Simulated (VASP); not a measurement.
# SiC in VASP: single point with PBE+D3(BJ)

Aim: the single point of SiC with PBE+D3(BJ).

Program: VASP 6.6.1. These are calculated values, not measurements. Logs are shortened: lines on timing, memory, paths and dates and some standing lists are left out, and cuts for length are marked.

## Step 1: The cell of the first run

The cell holds a slab with vacuum, 24 atoms: a = 6.150 Å, b = 6.150 Å, c = 26.190 Å, α = 90.00°, β = 90.00°, γ = 120.00°.

## Step 2: Single point, PBE+D3(BJ)

INCAR

```
SYSTEM = SiC
ALGO = Normal
DIPOL = 0.5 0.5 0.413
EDIFF = 1E-6
ENCUT = 520
GGA = PE
IDIPOL = 3
ISIF = 2
ISMEAR = 0
IVDW = 12
LASPH = .TRUE.
LCHARG = .FALSE.
LDIPOL = .TRUE.
LREAL = Auto
LWAVE = .FALSE.
NBANDS = 66
NELM = 60
PREC = Accurate
SIGMA = 0.05
```

KPOINTS

```
k-points
0
G
  3 3 1
  0 0 0
```

POSCAR

```
SiC
1.0
    6.1499993378      0.0000000000      0.0000000000
   -3.0749996689      5.3260556598      0.0000000000
    0.0000000000      0.0000000000     26.1902351110
C Si
12 12
Direct
    0.5000000000      0.0000000000      0.3054573572
    0.5000000000      0.5000000000      0.3054573572
    0.0000000000      0.0000000000      0.3054573572
    0.0000000000      0.5000000000      0.3054573572
    0.6666666667      0.8333333333      0.4013223505
    0.6666666667      0.3333333333      0.4013223505
    0.1666666667      0.8333333333      0.4013223505
    0.1666666667      0.3333333333      0.4013223505
    0.8343719106      0.6768886622      0.4941885202
    0.8390652338      0.1696030625      0.4976564977
    0.3184987724      0.6546312718      0.4976280524
    0.3486664856      0.1604683508      0.5007315142
    0.1666666667      0.8333333333      0.3294236055
    0.1666666667      0.3333333333      0.3294236055
    0.6666666667      0.8333333333      0.3294236055
    0.6666666667      0.3333333333      0.3294236055
    0.3302014252      0.6647332885      0.4252925876
    0.3363312366      0.1654680677      0.4258193489
    0.8329080139      0.6685411791      0.4233230132
    0.8340317526      0.1675469729      0.4254320019
    0.4982087410      0.4981857965      0.5178038852
    0.5123502579     -0.0205908862      0.5247931013
   -0.0177597297      0.5008747766      0.5225984049
    0.0139248695      0.0099984460      0.5196270957
```

Potentials or basis: VASP PAW PBE potentials, release 64 (C, Si).

Started as:

```console
> cat potpaw_PBE.64/C/POTCAR potpaw_PBE.64/Si/POTCAR > POTCAR
> mpirun -np 1 vasp_std > vasp.out
```

OUTCAR:

```text
SYSTEM = SiC
   EDIFF = 1E-6
   ENCUT = 520
   GGA = PE
   ISIF = 2
   ISMEAR = 0
   IVDW = 12
   LASPH = .TRUE.
   LREAL = Auto
   NELM = 60
   PREC = Accurate
 IVDW          = 12

 ion  position               nearest neighbor table
   1  0.500  0.000  0.305-  13 1.88  16 1.88  15 1.88
   2  0.500  0.500  0.305-  14 1.88  15 1.88  16 1.88
   3  0.000  0.000  0.305-  15 1.88  14 1.88  13 1.88
   4  0.000  0.500  0.305-  16 1.88  13 1.88  14 1.88
   5  0.667  0.833  0.401-  19 1.85  15 1.88  20 1.89  17 1.90
   6  0.667  0.333  0.401-  18 1.87  19 1.88  16 1.88  20 1.88
   7  0.167  0.833  0.401-  19 1.87  17 1.88  18 1.88  13 1.88
   8  0.167  0.333  0.401-  17 1.87  20 1.88  14 1.88  18 1.91
   9  0.834  0.677  0.494-  19 1.86  23 1.88  21 1.90  24 1.90
  10  0.839  0.170  0.498-  24 1.87  23 1.89  22 1.89  20 1.89
  11  0.318  0.655  0.498-  21 1.87  22 1.88  17 1.90  23 1.91
  12  0.349  0.160  0.501-  24 1.85  21 1.86  22 1.94  18 1.96
  13  0.167  0.833  0.329-   7 1.88   1 1.88   4 1.88   3 1.88  19 3.03  17 3.07  15 3.07  15 3.07
                            16 3.07  14 3.07  14 3.07  16 3.07  18 3.08
  14  0.167  0.333  0.329-   8 1.88   2 1.88   3 1.88   4 1.88  17 3.07  16 3.07  16 3.07  15 3.07
                            13 3.07  13 3.07  15 3.07  20 3.08  18 3.10
  15  0.667  0.833  0.329-   5 1.88   3 1.88   2 1.88   1 1.88  19 3.03  13 3.07  13 3.07  14 3.07
                            16 3.07  16 3.07  14 3.07  20 3.08  17 3.08
  16  0.667  0.333  0.329-   6 1.88   4 1.88   1 1.88   2 1.88  19 3.04  14 3.07  14 3.07  13 3.07
                            15 3.07  15 3.07  13 3.07  18 3.08  20 3.08
  17  0.330  0.665  0.425-   8 1.87   7 1.88  11 1.90   5 1.90  21 3.01  20 3.05  18 3.06  14 3.07
                            19 3.07  13 3.07  19 3.08  15 3.08  18 3.09  20 3.10  22 3.10
  18  0.336  0.165  0.426-   6 1.87   7 1.88   8 1.91  12 1.96  21 2.99  24 3.00  20 3.05  17 3.06
                            19 3.07  19 3.08  16 3.08  13 3.08  17 3.09  20 3.10  14 3.10
  19  0.833  0.669  0.423-   5 1.85   9 1.86   7 1.87   6 1.88  15 3.03  13 3.03  16 3.04  21 3.05
                            20 3.07  17 3.07  18 3.07  18 3.08  17 3.08  20 3.09  23 3.10  24 3.11
  20  0.834  0.168  0.425-   8 1.88   6 1.88   5 1.89  10 1.89  24 3.05  18 3.05  17 3.05  19 3.07
                            14 3.08  16 3.08  15 3.08  19 3.09  17 3.10  18 3.10  23 3.10  22 3.12
  21  0.498  0.498  0.518-  12 1.86  11 1.87   9 1.90  22 2.92  23 2.97  18 2.99  24 2.99  17 3.01
                            19 3.05
  22  0.512  0.979  0.525-  11 1.88  10 1.89  12 1.94  21 2.92  24 3.00  23 3.06  17 3.10  23 3.11
                            20 3.12
  23  0.982  0.501  0.523-   9 1.88  10 1.89  11 1.91  21 2.97  24 3.04  22 3.06  19 3.10  20 3.10
                            22 3.11  24 3.12
  24  0.014  0.010  0.520-  12 1.85  10 1.87   9 1.90  21 2.99  18 3.00  22 3.00  23 3.04  20 3.05
                            19 3.11  23 3.12

  LATTYP: Found a hexagonal cell.
 ALAT       =     6.1499993378
 C/A-ratio  =     4.2585752733

  Lattice vectors:

 A1 = (   6.1499993378,   0.0000000000,   0.0000000000)
 A2 = (  -3.0749996689,   5.3260556598,   0.0000000000)
 A3 = (   0.0000000000,   0.0000000000,  26.1902351110)

Analysis of symmetry for initial positions (statically):
=====================================================================
 Subroutine PRICEL returns:
 Original cell was already a primitive cell.

 Routine SETGRP: Setting up the symmetry group for a
 hexagonal supercell.

 Subroutine GETGRP returns: Found  1 space group operations
 (whereof  1 operations were pure point group operations)
 out of a pool of 24 trial point group operations.

The static configuration has the point symmetry C_1 .

Analysis of symmetry for dynamics (positions and initial velocities):
=====================================================================
 Subroutine PRICEL returns:
 Original cell was already a primitive cell.

 Routine SETGRP: Setting up the symmetry group for a
 hexagonal supercell.

 Subroutine GETGRP returns: Found  1 space group operations
 (whereof  1 operations were pure point group operations)
 out of a pool of 24 trial point group operations.

The dynamic configuration has the point symmetry C_1 .

 Subroutine INISYM returns: Found  1 space group operations
 (whereof  1 operations are pure point group operations),
 and found     1 'primitive' translations

----------------------------------------------------------------------------------------

                                     Primitive cell

  volume of cell :     857.8674

  direct lattice vectors                    reciprocal lattice vectors
     6.149999338  0.000000000  0.000000000     0.162601644  0.093878103  0.000000000
    -3.074999669  5.326055660  0.000000000     0.000000000  0.187756205  0.000000000
     0.000000000  0.000000000 26.190235111     0.000000000  0.000000000  0.038182170

  length of vectors
     6.149999338  6.149999338 26.190235111     0.187756205  0.187756205  0.038182170

  position of ions in fractional coordinates (direct lattice)
     0.500000000  0.000000000  0.305457357
     0.500000000  0.500000000  0.305457357
     0.000000000  0.000000000  0.305457357
     0.000000000  0.500000000  0.305457357
     0.666666667  0.833333333  0.401322351
     0.666666667  0.333333333  0.401322351
[... 16 lines left out ...]
     0.982240270  0.500874777  0.522598405
     0.013924870  0.009998446  0.519627096

  ion indices of the primitive-cell ions
   primitive index   ion index
                 1           1
                 2           2
                 3           3
                 4           4
                 5           5
                 6           6
[... 16 lines left out ...]
                23          23
                24          24

----------------------------------------------------------------------------------------

 KPOINTS: k-points

Automatic generation of k-mesh.
 Grid dimensions read from file:
 generate k-points for:    3    3    1

 Generating k-lattice:

  Cartesian coordinates                     Fractional coordinates (reciprocal lattice)
     0.054200548  0.031292701  0.000000000     0.333333333 -0.000000000  0.000000000
     0.000000000  0.062585402  0.000000000     0.000000000  0.333333333  0.000000000
     0.000000000  0.000000000  0.038182170     0.000000000  0.000000000  1.000000000

  Length of vectors
     0.062585402  0.062585402  0.038182170

  Shift w.r.t. Gamma in fractional coordinates (k-lattice)
     0.000000000  0.000000000  0.000000000

 Subroutine IBZKPT returns following result:
 ===========================================

 Found      5 irreducible k-points:

 Following reciprocal coordinates:
            Coordinates               Weight
  0.000000  0.000000  0.000000      1.000000
  0.333333  0.000000  0.000000      2.000000
  0.000000  0.333333  0.000000      2.000000
 -0.333333  0.333333  0.000000      2.000000
  0.333333  0.333333  0.000000      2.000000
   k-points           NKPTS =      5   k-points in BZ     NKDIM =      5   number of bands    NBANDS=     66
   number of dos      NEDOS =    301   number of ions     NIONS =     24
   total plane-waves  NPLWV = 451584
   dimension x,y,z NGX =    48 NGY =   48 NGZ =  196
   dimension x,y,z NGXF=    96 NGYF=   96 NGZF=  392
   ions per type =              12  12
   NGX,Y,Z   is equivalent  to a cutoff of  12.98, 12.98, 12.44 a.u.
   NGXF,Y,Z  is equivalent  to a cutoff of  25.95, 25.95, 24.88 a.u.
 SYSTEM =  SiC
   PREC   = accura    normal or accurate (medium, high low for compatibility)
   ISTART =      0    job   : 0-new  1-cont  2-samecut
   ICHARG =      2    charge: 1-file 2-atom 10-const
   ISPIN  =      1    spin polarized calculation?
   LNONCOLLINEAR =      F non collinear calculations
   LSORBIT =      F    spin-orbit coupling
   LASPH  =      T    aspherical Exc in radial PAW
   ENCUT  =  520.0 eV  38.22 Ry    6.18 a.u.  11.43 11.43 48.70*2*pi/ulx,y,z
   NELM   =     60;   NELMIN=  2; NELMDL= -5     # of ELM steps
   EDIFF  = 0.1E-05   stopping-criterion for ELM
   LREAL  =      T    real-space projection
   EDIFFG = 0.1E-04   stopping-criterion for IOM
   NSW    =      0    number of steps for IOM
   IBRION =     -1    ionic relax: 0-MD 1-quasi-New 2-CG
   NFREE  =      0    steps in history (QN), initial steepest desc. (CG)
   ISIF   =      2    stress and relaxation
   ISYM   =      2    0-nonsym 1-usesym 2-fastsym
   POTIM  = 0.5000    time-step for ionic-motion
   TEBEG  =    0.0;   TEEND  =   0.0 temperature during run
   PSTRESS=    0.0 pullay stress
   NELECT =      96.0000    total number of electrons
   NUPDOWN=      -1.0000    fix difference up-down
   EMIN   =  10.00;   EMAX   =-10.00  energy-range for DOS
   EFERMI =   0.00;   METHOD = LEGACY
   ISMEAR =     0;   SIGMA  =   0.05  broadening in eV -4-tet -1-fermi 0-gaus
   EFERMI_NEDOS =   21; number of points for ismear=-14 and -15
   IALGO  =     38    algorithm
   IMIX   =      4    mixing-type and parameters
     AMIX     =   0.40;   BMIX     =  1.00
     AMIX_MAG =   1.60;   BMIX_MAG =  1.00
  volume/ion in A,a.u.               =      35.74       241.22
  Fermi-wavevector in a.u.,A,eV,Ry     =   0.788906  1.490816  8.467892  0.622372
  Thomas-Fermi vector in A             =   1.893941
   LORBIT       =      0    0 simple, 1 ext, 2 COOP (PROOUT), +10 PAW based schemes
   GGA     = PE    functional components
   LHFCALC =     F    Hartree Fock is set to
   AEXX    =    0.0000 exact exchange contribution
   IVDW    =    12    specifies the selected vdW correction
   LEPSILON=     F    determine dielectric tensor
   LRPA    =     F    only Hartree local field effects (RPA)
 non-spin polarized calculation
 Gauss-broadening in eV      SIGMA  =   0.05
  energy-cutoff  :      520.00
  volume of cell :      857.87
 maximum number of plane-waves:     23221
 NGX is ok and might be reduce to    48
   NGX = 23   NGY = 23   NGZ = 97

 dipolmoment           0.000000      0.000000      0.341870 electrons x Angstroem

 number of electron      95.9999998 magnetization

 dipolmoment           0.000000      0.000000     -0.378151 electrons x Angstroem

 Free energy of the ion-electron system (eV)
  ---------------------------------------------------
  ext. energy  EPLUGINS =         0.00000000
  ---------------------------------------------------
  free energy    TOTEN  =      -164.35580747 eV

  energy without entropy =     -164.34200473  energy(sigma->0) =     -164.34890610

 E-fermi :  -1.3831     XC(G=0):  -3.9795

 val. band max:       -1.3959358694   @ k =   0.0000   0.0000   0.0000
 cond. band min:      -1.3319681295   @ k =   0.0000   0.0000   0.0000
 fundamental gap:      0.0639677398
 Fermi energy:        -1.3831248858

 k-point     1 :       0.0000    0.0000    0.0000
  band No.  band energies     occupation
      1     -17.4139      2.00000
      2     -16.0172      2.00000
      3     -14.2257      2.00000
      4     -14.1770      2.00000
      5     -14.1557      2.00000
      6     -14.0554      2.00000
[... 304 lines left out ...]
     59       3.3263      0.00000
     60       3.4491      0.00000
 [bands above 60 left out]

------------------------ aborting loop because EDIFF is reached ----------------------------------------

 vacuum level on the upper side and lower side of the slab       (xc-potential included)        -1.156         0.882

 Edisp (eV)   -5.50314

 E8    (eV) :    -2.1471

  FORCE on cell =-STRESS in cart. coord.  units (eV):
  Direction    XX          YY          ZZ          XY          YZ          ZX
  --------------------------------------------------------------------------------------
  -------------------------------------------------------------------------------------
  Total      -1.61285    -0.94280     1.64386     0.35279     0.51937    -0.50242
  in kB      -3.01220    -1.76081     3.07011     0.65888     0.96999    -0.93833
  external pressure =       -0.57 kB  Pullay stress =        0.00 kB

 VOLUME and BASIS-vectors are now :
 -----------------------------------------------------------------------------
  energy-cutoff  :      520.00
  volume of cell :      857.87
      direct lattice vectors                 reciprocal lattice vectors
     6.149999338  0.000000000  0.000000000     0.162601644  0.093878103  0.000000000
    -3.074999669  5.326055660  0.000000000     0.000000000  0.187756205  0.000000000
     0.000000000  0.000000000 26.190235111     0.000000000  0.000000000  0.038182170

 POSITION                                       TOTAL-FORCE (eV/Angst)
 -----------------------------------------------------------------------------------
      3.07500      0.00000      8.00000        -0.057007      0.031541      2.224218
      1.53750      2.66303      8.00000         0.078832      0.009419      2.183642
      0.00000      0.00000      8.00000         0.026004     -0.083570      2.184763
     -1.53750      2.66303      8.00000        -0.024054      0.029922      2.200150
      1.53750      4.43838     10.51073        -0.549076      0.195467      1.038405
      3.07500      1.77535     10.51073         0.137262     -0.055633      1.151571
[... 16 lines left out ...]
      4.50059      2.66769     13.68698         0.680923      0.088212     -0.577149
      0.05489      0.05325     13.60916        -0.413125     -0.757815     -0.682548
 -----------------------------------------------------------------------------------
    total drift:                               -0.002364      0.006459     -0.006323

  FREE ENERGIE OF THE ION-ELECTRON SYSTEM (eV)
  ---------------------------------------------------
  free  energy   TOTEN  =      -169.8589513898 eV

  energy  without entropy=     -169.8451486543  energy(sigma->0) =     -169.85205002

 vacuum level on the upper side and lower side of the slab         3.010         5.093
```

Run time: 26 min. Hardware: 1 thread of AMD EPYC 7R43 (Zen 3), shared host; peak memory 0.85 GiB.

What came out:

```
Free energy                : -169.8590 eV
Largest force              : 3.083 eV/Å
Dispersion energy per atom : -0.229 eV
```

Forces in eV/Å, atoms in the order of the input:
```
C   -0.057  0.032  2.224
C    0.079  0.009  2.184
C    0.026 -0.084  2.185
C   -0.024  0.030  2.200
C   -0.549  0.195  1.038
C    0.137 -0.056  1.152
C    0.140  0.115  1.107
C    0.263 -0.257  1.262
C   -0.377 -0.076  1.817
C    0.142 -0.137  0.887
C    0.264 -0.153  0.939
C    0.029  0.044  0.447
Si  -0.009 -0.020 -3.046
Si  -0.010 -0.011 -2.984
Si   0.015  0.000 -3.083
Si   0.027  0.015 -3.040
Si   0.145  0.031 -0.786
Si  -0.249  0.076 -0.489
Si   0.117 -0.104 -0.773
Si   0.067 -0.041 -0.835
Si   0.411  0.371 -0.636
Si  -0.854  0.690 -0.511
Si   0.681  0.088 -0.577
Si  -0.413 -0.758 -0.683
```

Caveat: the k points lie up to 0.39 Å⁻¹ apart.
